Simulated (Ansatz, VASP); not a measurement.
## One calculation of InP, two programs

```
CELL_PARAMETERS angstrom
0.00000 2.95394 2.95394
2.95394 0.00000 2.95394
2.95394 2.95394 0.00000
ATOMIC_POSITIONS crystal
In 0.00000 0.00000 0.00000
P 0.75000 0.75000 0.75000
```

Alike in both runs: task single point; functional PBEsol; k mesh 6 × 6 × 6; no spin polarisation.

|  | VASP | Ansatz |
| --- | --- | --- |
| version | VASP 6.6.1 | Ansatz 0.2.0 |
| potentials or method | VASP PAW PBE potentials, release 64 (In_d, P) | PAW with Ansatz's default frozen-core files, scalar-relativistic |
| plane-wave cutoff (eV) | 500 | 420 |
| occupations | gaussian, width 0.01 eV | fixed |
| valence electrons in the cell | 18 | 18 |

|  | VASP | Ansatz | Ansatz less VASP |
| --- | --- | --- | --- |
| gap on the k mesh at the Fermi level (eV) | 0.48 | 0.49 | +0.002 |
| pressure (GPa) | -1.0 | -1.0 | +0.01 |

VASP's potentials were made for PBE, not for PBEsol.
